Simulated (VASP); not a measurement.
**Co: relaxation of cell and atoms with BLYP**

Crystal: Co.

```
Co
1.0
     2.47056    0.00000    0.00000
    -1.23528    2.13957    0.00000
     0.00000    0.00000    8.08823
Co
4
Direct
  0.66667 0.33333 0.75000
  0.00000 0.00000 0.50000
  0.33333 0.66667 0.25000
  0.00000 0.00000 0.00000
```

```json
{
  "Program": "VASP 6.6.1",
  "Task": "relaxation of cell and atoms",
  "Functional": "BLYP",
  "Potentials or basis": "VASP PAW PBE potentials, release 64 (Co)",
  "Cutoff": "600 eV",
  "k mesh": "12 × 12 × 4",
  "Occupations": "fermi-dirac, width 0.05 eV",
  "Spin": "collinear spin, ferromagnetic start",
  "Starting moments": "[2.0, 2.0, 2.0, 2.0] μB",
  "Dipole correction": "no",
  "Further INCAR settings": "ALGO = Normal; EDIFF = 1e-07; IBRION = 2; EDIFFG = -0.01; NSW = 60; ISIF = 3"
}
```

| Item | Value |
| --- | --- |
| Relaxed volume | 11.38 Å³/atom |
| Relaxed cell | a = 2.534 Å, b = 2.534 Å, c = 8.183 Å, α = 90.00°, β = 90.00°, γ = 120.00° |
| Space group after relaxing (to 0.1 Å) | P6_3/mmc (No. 194) |
| Energy gained by relaxing | 28.3 meV/atom |
| Ionic steps | 6 |
| Pressure after relaxing | 0.1 GPa |
| Net moment | 6.63 μB per cell |
| Site moments | Co +1.69, +1.67 (each value once) μB |
| Valence electrons inside the program's atomic spheres | Co 8.21, 8.22 (each value once) |

The path:
| step | energy change (eV) | largest force (eV/Å) | pressure (GPa) | volume (Å³) |
| --- | --- | --- | --- | --- |
| 1 | 0.0000 | 0.0000 | 13.19 | 42.75 |
| 2 | -0.0208 | 0.0000 | -9.62 | 48.43 |
| 3 | -0.1117 | 0.0000 | -0.23 | 45.60 |
| 4 | -0.1117 | 0.0000 | -0.01 | 45.54 |
| 5 | -0.1131 | 0.0000 | 0.06 | 45.52 |
| 6 | -0.1133 | 0.0000 | 0.09 | 45.51 |

Final structure:
```
CELL_PARAMETERS angstrom
2.53423 0.00000 0.00000
-1.26712 2.19471 0.00000
0.00000 0.00000 8.18329
ATOMIC_POSITIONS crystal
Co 0.66667 0.33333 0.75000
Co 0.00000 0.00000 0.50000
Co 0.33333 0.66667 0.25000
Co 0.00000 0.00000 0.00000
```

Levels at points of the mesh, in eV from the Fermi level:
Spin up:
| k point | band 19 | band 20 | band 21 | band 22 | band 23 | band 24 | band 25 | band 26 |
| --- | --- | --- | --- | --- | --- | --- | --- | --- |
| (0.00, 0.00, 0.00) | -1.52 | -1.21 | -1.21 | -0.83 | -0.83 | 0.13 | 5.97 | 14.62 |
| (0.50, 0.00, 0.00) | -0.61 | -0.59 | 0.43 | 1.50 | 2.35 | 2.95 | 6.55 | 6.58 |
| (0.00, 0.00, 0.50) | -1.65 | -1.65 | -1.00 | -1.00 | -1.00 | -1.00 | 9.05 | 9.05 |
| (0.50, 0.00, 0.50) | -0.65 | -0.65 | 1.24 | 1.24 | 2.71 | 2.71 | 6.96 | 6.96 |
Spin down:
```csv
k point,band 12,band 13,band 14,band 15,band 16,band 17
"(0.00, 0.00, 0.00)",-0.77,-0.77,-0.74,-0.74,0.03,0.03
"(0.50, 0.00, 0.00)",-0.11,-0.07,0.70,1.07,1.12,1.13
"(0.00, 0.00, 0.50)",-0.97,-0.89,-0.89,-0.89,-0.89,0.21
"(0.50, 0.00, 0.50)",-0.69,-0.16,-0.16,0.76,0.76,1.09
```

It took 6.9 min on 1 thread of Intel(R) Xeon(R) 6975P-C (Granite Rapids), with other jobs on the host, peak memory 0.26 GiB.

Caveat: the PAW data sets were made with another functional, which shifts forces and pressure a little.
